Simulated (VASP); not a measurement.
# GaN (P6_3mc) in VASP: notebook

GaN is run at these levels: PBE; tasks: single point.

Program: VASP 6.6.1. These are calculated values, not measurements. Logs are shortened: lines on timing, memory, paths and dates and some standing lists are left out, and cuts for length are marked.

## 1. The cell of the first run

The structure is hexagonal, space group P6_3mc (No. 186). The conventional cell has a = 3.151 Å, b = 3.151 Å, c = 10.281 Å, α = 90.00°, β = 90.00°, γ = 120.00°. Within 2.6 Å of Ga (site symmetry 3m) lie 4 N at 1.93 Å. Within 2.6 Å of Ga (site symmetry 3m) lie 4 N at 1.93 Å. Within 2.6 Å of N (site symmetry 3m) lie 4 Ga at 1.93 Å. Within 2.6 Å of N (site symmetry 3m) lie 4 Ga at 1.93 Å.

## 2. Single point, PBE (volume changed by -6%)

INCAR reads:

```
SYSTEM = GaN
ALGO     = Normal         ! electronic algorithm
EDIFF    = 1E-7           ! SCF threshold, eV
ENCUT    = 520            ! plane-wave cutoff, eV
GGA      = PE             ! functional
ISIF     = 2              ! what is computed and relaxed
ISMEAR   = 0              ! smearing method
LASPH    = .TRUE.         ! aspherical terms in the spheres
LCHARG   = .FALSE.        ! write CHGCAR
LREAL    = .FALSE.        ! projectors in reciprocal space
LWAVE    = .FALSE.        ! write WAVECAR
NBANDS   = 46             ! bands
NELM     = 80             ! most SCF steps
PREC     = Accurate       ! precision mode
SIGMA    = 0.01           ! smearing width, eV
```

KPOINTS reads:

```
k-points
0
G
  9 9 2
  0 0 0
```

POSCAR reads:

```
GaN
1.0
    3.1514589026      0.0000000000      0.0000000000
   -1.5757294513      2.7292434686      0.0000000000
    0.0000000000      0.0000000000     10.2811540994
Ga N
4 4
Direct
    0.0000000000      0.0000000000     -0.0003500022
    0.3333333333      0.6666666667      0.2499403971
    0.0000000000      0.0000000000      0.4996499978
    0.6666666667      0.3333333333      0.7499403971
    0.0000000000      0.0000000000      0.1876293213
    0.3333333333      0.6666666667      0.4377802838
    0.0000000000      0.0000000000      0.6876293213
    0.6666666667      0.3333333333      0.9377802838
```

Potentials or basis: VASP PAW PBE potentials, release 64 (Ga_d, N).

Run with:

```console
cat potpaw_PBE.64/Ga_d/POTCAR potpaw_PBE.64/N/POTCAR > POTCAR
mpirun -np 1 vasp_std > vasp.out
```

OUTCAR:

```text
SYSTEM = GaN
   EDIFF = 1E-7
   ENCUT = 520
   GGA = PE
   ISIF = 2
   ISMEAR = 0
   LASPH = .TRUE.
   LREAL = .FALSE.
   NELM = 80
   PREC = Accurate

 ion  position               nearest neighbor table
   1  0.000  0.000  1.000-   8 1.93   8 1.93   8 1.93   5 1.93
   2  0.333  0.667  0.250-   5 1.93   5 1.93   5 1.93   6 1.93
   3  0.000  0.000  0.500-   6 1.93   6 1.93   6 1.93   7 1.93
   4  0.667  0.333  0.750-   7 1.93   7 1.93   7 1.93   8 1.93
   5  0.000  0.000  0.188-   2 1.93   2 1.93   2 1.93   1 1.93
   6  0.333  0.667  0.438-   3 1.93   3 1.93   3 1.93   2 1.93
   7  0.000  0.000  0.688-   4 1.93   4 1.93   4 1.93   3 1.93
   8  0.667  0.333  0.938-   1 1.93   1 1.93   1 1.93   4 1.93

  LATTYP: Found a hexagonal cell.
 ALAT       =     3.1514589026
 C/A-ratio  =     3.2623475086

  Lattice vectors:

 A1 = (   3.1514589026,   0.0000000000,   0.0000000000)
 A2 = (  -1.5757294513,   2.7292434686,   0.0000000000)
 A3 = (   0.0000000000,   0.0000000000,  10.2811540994)

Analysis of symmetry for initial positions (statically):
=====================================================================
 Subroutine PRICEL returns:
 Original cell was already a primitive cell.

 Routine SETGRP: Setting up the symmetry group for a
 hexagonal supercell.

 Subroutine GETGRP returns: Found 12 space group operations
 (whereof  6 operations were pure point group operations)
 out of a pool of 24 trial point group operations.

The static configuration has the point symmetry C_3v.
 The point group associated with its full space group is C_6v.

Analysis of symmetry for dynamics (positions and initial velocities):
=====================================================================
 Subroutine PRICEL returns:
 Original cell was already a primitive cell.

 Routine SETGRP: Setting up the symmetry group for a
 hexagonal supercell.

 Subroutine GETGRP returns: Found 12 space group operations
 (whereof  6 operations were pure point group operations)
 out of a pool of 24 trial point group operations.

The dynamic configuration has the point symmetry C_3v.
 The point group associated with its full space group is C_6v.

 Subroutine INISYM returns: Found 12 space group operations
 (whereof  6 operations are pure point group operations),
 and found     1 'primitive' translations

[... 107 lines left out ...]
   EDIFFG = 0.1E-05   stopping-criterion for IOM
   NSW    =      0    number of steps for IOM
   IBRION =     -1    ionic relax: 0-MD 1-quasi-New 2-CG
   NFREE  =      0    steps in history (QN), initial steepest desc. (CG)
   ISIF   =      2    stress and relaxation
   ISYM   =      2    0-nonsym 1-usesym 2-fastsym
   POTIM  = 0.5000    time-step for ionic-motion
   TEBEG  =    0.0;   TEEND  =   0.0 temperature during run
   PSTRESS=    0.0 pullay stress
   NELECT =      72.0000    total number of electrons
   NUPDOWN=      -1.0000    fix difference up-down
   EMIN   =  10.00;   EMAX   =-10.00  energy-range for DOS
   EFERMI =   0.00;   METHOD = LEGACY
   ISMEAR =     0;   SIGMA  =   0.01  broadening in eV -4-tet -1-fermi 0-gaus
   EFERMI_NEDOS =   21; number of points for ismear=-14 and -15
   IALGO  =     38    algorithm
   IMIX   =      4    mixing-type and parameters
     AMIX     =   0.40;   BMIX     =  1.00
     AMIX_MAG =   1.60;   BMIX_MAG =  1.00
  volume/ion in A,a.u.               =      11.05        74.59
  Fermi-wavevector in a.u.,A,eV,Ry     =   1.528693  2.888812 31.795504  2.336904
  Thomas-Fermi vector in A             =   2.636417
   LORBIT       =      0    0 simple, 1 ext, 2 COOP (PROOUT), +10 PAW based schemes
   GGA     = PE    functional components
   LHFCALC =     F    Hartree Fock is set to
   AEXX    =    0.0000 exact exchange contribution
   IVDW    =     0    specifies the selected vdW correction
   LEPSILON=     F    determine dielectric tensor
   LRPA    =     F    only Hartree local field effects (RPA)
 non-spin polarized calculation
 Gauss-broadening in eV      SIGMA  =   0.01
  energy-cutoff  :      520.00
  volume of cell :       88.43
 maximum number of plane-waves:      2394
 NGX is ok and might be reduce to    24
   NGX = 11   NGY = 11   NGZ = 39

 number of electron      72.0000062 magnetization

 Free energy of the ion-electron system (eV)
  ---------------------------------------------------
  ext. energy  EPLUGINS =         0.00000000
  ---------------------------------------------------
  free energy    TOTEN  =       -48.42800387 eV

  energy without entropy =      -48.42800387  energy(sigma->0) =      -48.42800387

 E-fermi :   5.7645     XC(G=0): -11.8503

 val. band max:        5.6735902443   @ k =   0.0000   0.0000   0.0000
 cond. band min:       7.7094318361   @ k =   0.0000   0.0000   0.0000
 fundamental gap:      2.0358415918
 Fermi energy:         5.7645314424

 k-point     1 :       0.0000    0.0000    0.0000
  band No.  band energies     occupation
      1     -10.5782      2.00000
      2      -9.9828      2.00000
      3      -9.9682      2.00000
      4      -9.5524      2.00000
      5      -7.7983      2.00000
      6      -7.7910      2.00000
[... 1165 lines left out ...]
     45      15.1694      0.00000
     46      15.1694      0.00000

------------------------ aborting loop because EDIFF is reached ----------------------------------------

  FORCE on cell =-STRESS in cart. coord.  units (eV):
  Direction    XX          YY          ZZ          XY          YZ          ZX
  --------------------------------------------------------------------------------------
  -------------------------------------------------------------------------------------
  Total        6.7317570      6.7317570      6.7142788      0.0000000      0.0000000     -0.0000000
  in kB      121.9672465    121.9672465    121.6505729      0.0000000      0.0000000     -0.0000000
  external PRESSURE =     121.8616886 kB  Pullay stress =       0.0000000 kB

 VOLUME and BASIS-vectors are now :
 -----------------------------------------------------------------------------
  energy-cutoff  :      520.00
  volume of cell :       88.43
      direct lattice vectors                 reciprocal lattice vectors
     3.151458903  0.000000000  0.000000000     0.317313356  0.183200951  0.000000000
    -1.575729451  2.729243469  0.000000000     0.000000000  0.366401903  0.000000000
     0.000000000  0.000000000 10.281154099     0.000000000  0.000000000  0.097265345

 POSITION                                       TOTAL-FORCE (eV/Angst)
 -----------------------------------------------------------------------------------
      0.00000      0.00000     10.27756        -0.000000     -0.000000      0.011981
     -0.00000      1.81950      2.56968        -0.000000     -0.000000      0.000084
      0.00000      0.00000      5.13698         0.000000     -0.000000      0.011981
      1.57573      0.90975      7.71025         0.000000     -0.000000      0.000084
      0.00000      0.00000      1.92905        -0.000000     -0.000000     -0.008274
     -0.00000      1.81950      4.50089         0.000000     -0.000000     -0.003791
      0.00000      0.00000      7.06962        -0.000000      0.000000     -0.008274
      1.57573      0.90975      9.64146        -0.000000      0.000000     -0.003791
 -----------------------------------------------------------------------------------
    total drift:                               -0.000001     -0.000002     -0.000273

  FREE ENERGIE OF THE ION-ELECTRON SYSTEM (eV)
  ---------------------------------------------------
  free  energy   TOTEN  =       -48.4280038692 eV

  energy  without entropy=      -48.4280038692  energy(sigma->0) =      -48.42800387
```

OSZICAR:

```text
N       E                     dE             d eps       ncg     rms          rms(c)
DAV:   1     0.769721142470E+03    0.76972E+03   -0.33408E+04  2602   0.294E+03
DAV:   2     0.986941759854E+02   -0.67103E+03   -0.63538E+03  2256   0.697E+02
DAV:   3    -0.454078956835E+02   -0.14410E+03   -0.14036E+03  2588   0.218E+02
DAV:   4    -0.562807659026E+02   -0.10873E+02   -0.10767E+02  2818   0.630E+01
DAV:   5    -0.566624074954E+02   -0.38164E+00   -0.38090E+00  2840   0.117E+01    0.157E+01
DAV:   6    -0.481176205876E+02    0.85448E+01   -0.24387E+01  4070   0.567E+01    0.414E+00
DAV:   7    -0.484721433730E+02   -0.35452E+00   -0.46607E+00  2460   0.115E+01    0.397E+00
DAV:   8    -0.484357119702E+02    0.36431E-01   -0.24682E-01  3254   0.618E+00    0.147E+00
DAV:   9    -0.484271061055E+02    0.86059E-02   -0.67972E-02  3280   0.315E+00    0.419E-01
DAV:  10    -0.484279334664E+02   -0.82736E-03   -0.87999E-03  2652   0.809E-01    0.205E-01
DAV:  11    -0.484280400059E+02   -0.10654E-03   -0.34857E-03  3228   0.796E-01    0.107E-01
DAV:  12    -0.484280102086E+02    0.29797E-04   -0.45989E-04  2988   0.301E-01    0.605E-02
DAV:  13    -0.484280077811E+02    0.24275E-05   -0.92514E-05  3102   0.747E-02    0.384E-02
DAV:  14    -0.484280054188E+02    0.23623E-05   -0.67962E-06  3344   0.766E-02    0.197E-02
DAV:  15    -0.484280034371E+02    0.19817E-05   -0.22489E-05  3464   0.689E-02    0.108E-02
DAV:  16    -0.484280037284E+02   -0.29129E-06   -0.57921E-06  3226   0.484E-02    0.589E-03
DAV:  17    -0.484280038906E+02   -0.16221E-06   -0.68151E-07  2502   0.680E-03    0.265E-03
DAV:  18    -0.484280038692E+02    0.21371E-07   -0.96351E-08  1416   0.402E-03
   1 F= -.48428004E+02 E0= -.48428004E+02  d E =-.842062E-40
```

stdout:

```text
POSCAR found type information on POSCAR GaN
 POSCAR found :  2 types and       8 ions
 scaLAPACK will be used
 LDA part: xc-table for (Slater+PW92), standard interpolation
 POSCAR, INCAR and KPOINTS ok, starting setup
 FFT: planning ... GRIDC
 FFT: planning ... GRID_SOFT
 FFT: planning ... GRID
 WAVECAR not read
 entering main loop
```

Wall time 54 s (1 thread of Intel Xeon 6975P-C (Granite Rapids), shared host); peak memory 0.23 GiB.

Results:

- Free energy: -48.4280 eV
- Pressure: 12.2 GPa
- Largest force: 0.012 eV/Å
- Band gap on the k mesh: 2.04 eV, direct

Forces in eV/Å, atoms in the order of the input:
```
Ga   0.000  0.000  0.012
Ga   0.000  0.000  0.000
Ga   0.000  0.000  0.012
Ga   0.000  0.000  0.000
N    0.000  0.000 -0.008
N    0.000  0.000 -0.004
N    0.000  0.000 -0.008
N    0.000  0.000 -0.004
```

Levels at points of the mesh, in eV from the valence-band top:
```csv
k point,band 32,band 33,band 34,band 35,band 36,band 37,band 38,band 39,band 40,band 41
"(0.00, 0.00, 0.00)",-0.53,-0.53,-0.02,0.00,0.00,2.04,4.21,4.54,4.67,8.63
"(0.00, 0.00, 0.50)",-0.90,-0.17,-0.17,-0.17,-0.17,3.18,3.18,4.69,4.69,8.89
```

Caveat: the cell differs from its parent crystal (volume changed by -6%).

## 3. Single point, PBE (volume changed by -3%)

INCAR reads:

```
ALGO = Normal
EDIFF = 1E-6
ENCUT = 520
GGA = PE
ISIF = 2
ISMEAR = 0
LASPH = True
LCHARG = False
LREAL = False
LWAVE = False
NBANDS = 46
NELM = 60
PREC = Accurate
SIGMA = 0.01
```

KPOINTS reads:

```
k-points
0
Gamma
  9 9 2
```

Changes to POSCAR since step 2:

```diff
@@ -2,5 +2,5 @@
 1.0
-    3.1514589026      0.0000000000      0.0000000000
-   -1.5757294513      2.7292434686      0.0000000000
-    0.0000000000      0.0000000000     10.2811540994
+    3.1846345921      0.0000000000      0.0000000000
+   -1.5923172961      2.7579744586      0.0000000000
+    0.0000000000      0.0000000000     10.3893847276
 Ga N
```

Potentials or basis: VASP PAW PBE potentials, release 64 (Ga_d, N).

Run with:

```console
cat potpaw_PBE.64/Ga_d/POTCAR potpaw_PBE.64/N/POTCAR > POTCAR
mpirun -np 1 vasp_std > vasp.out
```

Run time: 39 s. Hardware: 1 thread of Intel Xeon 6975P-C (Granite Rapids), shared host; peak memory 0.22 GiB.

It converged, with:

```
Free energy            : -48.5852 eV
Pressure               : 5.8 GPa
Largest force          : 0.005 eV/Å
Band gap on the k mesh : 1.83 eV, direct
```

Forces on the atoms (eV/Å):
```
Ga   0.000  0.000  0.005
Ga   0.000  0.000  0.000
Ga   0.000  0.000  0.005
Ga   0.000  0.000  0.000
N    0.000  0.000 -0.004
N    0.000  0.000 -0.001
N    0.000  0.000 -0.004
N    0.000  0.000 -0.001
```

Levels at points of the mesh, in eV from the valence-band top:
```
           k point  band 34  band 35  band 36  band 37  band 38  band 39
(0.00, 0.00, 0.00)    -0.02     0.00     0.00     1.83     4.01     4.33
(0.00, 0.00, 0.50)    -0.16    -0.16    -0.16     3.00     3.00     4.48
```

Caveat: the cell differs from its parent crystal (volume changed by -3%).

## 4. Single point, PBE

This run uses another cell than the first one, of 11.76 Å³/atom, 1.064 times its volume.

INCAR reads:

```
  PREC = Accurate
  ENCUT = 520
  EDIFF = 1E-6
  ISMEAR = 0
  SIGMA = 0.01
  LREAL = False
  LASPH = True
  NELM = 100
  ALGO = Normal
  ISIF = 2
  LWAVE = False
  LCHARG = True
  GGA = PE
  LELF = True
  LVHAR = True
  NBANDS = 46
```

KPOINTS reads:

```
regular mesh
0
Gamma
  9 9 2
```

Changes to POSCAR since step 3:

```diff
@@ -2,5 +2,5 @@
 1.0
-    3.1846345921      0.0000000000      0.0000000000
-   -1.5923172961      2.7579744586      0.0000000000
-    0.0000000000      0.0000000000     10.3893847276
+    3.2171331081      0.0000000000      0.0000000000
+   -1.6085665540      2.7861189989      0.0000000000
+    0.0000000000      0.0000000000     10.4954061801
 Ga N
```

Run with:

```console
cat potpaw_PBE.64/Ga_d/POTCAR potpaw_PBE.64/N/POTCAR > POTCAR
mpirun -np 1 vasp_std > vasp.out
```

Wall time 39 s (1 thread of Intel Xeon 6975P-C (Granite Rapids), shared host); peak memory 0.23 GiB.

Results (log left out):

```yaml
Free_energy: -48.6359 eV
Pressure: 0.2 GPa
Band_gap_on_the_k_mesh: 1.63 eV, direct
```

Levels at points of the mesh, in eV from the valence-band top:
```tsv
k point	band 32	band 33	band 34	band 35	band 36	band 37	band 38	band 39	band 40	band 41
(0.00, 0.00, 0.00)	-0.49	-0.49	-0.02	0.00	0.00	1.63	3.83	4.13	4.26	8.30
(0.00, 0.00, 0.50)	-0.84	-0.15	-0.15	-0.15	-0.15	2.82	2.82	4.28	4.28	8.55
```

## 5. The runs side by side

```tsv
cell	gap on the mesh (eV)	pressure (GPa)	largest force (eV/Å)
a = 3.151, b = 3.151, c = 10.281 Å, angles 90.0, 90.0, 120.0°, 8 atoms	2.04	12.2	0.01
a = 3.185, b = 3.185, c = 10.389 Å, angles 90.0, 90.0, 120.0°, 8 atoms	1.83	5.8	0.01
a = 3.217, b = 3.217, c = 10.495 Å, angles 90.0, 90.0, 120.0°, 8 atoms	1.63	0.2	-
```

Alike in all rows: task single point; level PBE; potentials or basis VASP PAW PBE potentials, release 64 (Ga_d, N); no spin polarisation; k mesh 9 × 9 × 2; cutoff (eV) 520; smearing gaussian 0.01 eV.

Total energies depend on the potentials used, so only differences within one code and one set of settings carry meaning.
